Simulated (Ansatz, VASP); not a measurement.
# Ti: VASP beside Ansatz

File INCAR:

```
PREC = Accurate ; ENCUT = 520
EDIFF = 1E-6 ; ISMEAR = 0
SIGMA = 0.15 ; LREAL = F
LASPH = T ; NELM = 100
ALGO = Fast ; ISIF = 2
LWAVE = F ; LCHARG = T
GGA = PE ; LELF = T
LVHAR = T ; NBANDS = 12
```

Contents of KPOINTS:

```
Automatic mesh
0
Gamma
  20 20 20
```

File POSCAR:

```
Ti
1.0
   -1.6574100000      1.6410000000      1.6410000000
    1.6574100000     -1.6410000000      1.6410000000
    1.6574100000      1.6410000000     -1.6410000000
Ti
1
Direct
    0.0000000000      0.0000000000      0.0000000000
```

Input for Ansatz:

```yaml
crystal:
  lattice:
    - [-1.65741, 1.641, 1.641]
    - [1.65741, -1.641, 1.641]
    - [1.65741, 1.641, -1.641]
  atoms:
    - { symbol: Ti, position: [0.0, 0.0, 0.0] }
basis:
  ecutwfc: 420
kpoints:
  mp_grid: { grid: [20, 20, 20] }
hamiltonian:
  xc: pbe
scf:
  occupations: { method: gaussian, width: 0.15 }
output:
  forces: true
  stress: true
  eigenvalues: true
```

Change from the starting cell: strain +0.0100 x Voigt [1, 0, 0, 0, 0, 0], atoms carried along.

Alike in both runs: task single point; functional PBE; k mesh 20 × 20 × 20; occupations gaussian, width 0.15 eV; no spin polarisation.

|  | VASP | Ansatz |
| --- | --- | --- |
| version | VASP 6.6.1 | Ansatz 0.2.0 |
| potentials or method | VASP PAW PBE potentials, release 64 (Ti_sv), cutoff 520 eV | scalar-relativistic, plane waves, PAW |
| valence electrons in the cell | 12 | 12 |

Ansatz gave:

```
gap on the k mesh at the Fermi level (eV)                     : none
pressure (GPa)                                                : -3.4
traceless stress, the component that is largest in VASP (GPa) : 0.17
```

Task: What did VASP give for the same quantities?

Result: gap on the k mesh at the Fermi level (eV): none; pressure (GPa): -3.6; traceless stress, the component that is largest in VASP (GPa): 0.17.

A gap of «none» marks a metal or a gap that the smearing closes. With one functional, cell and mesh, what is left measures potentials, basis and numerics.
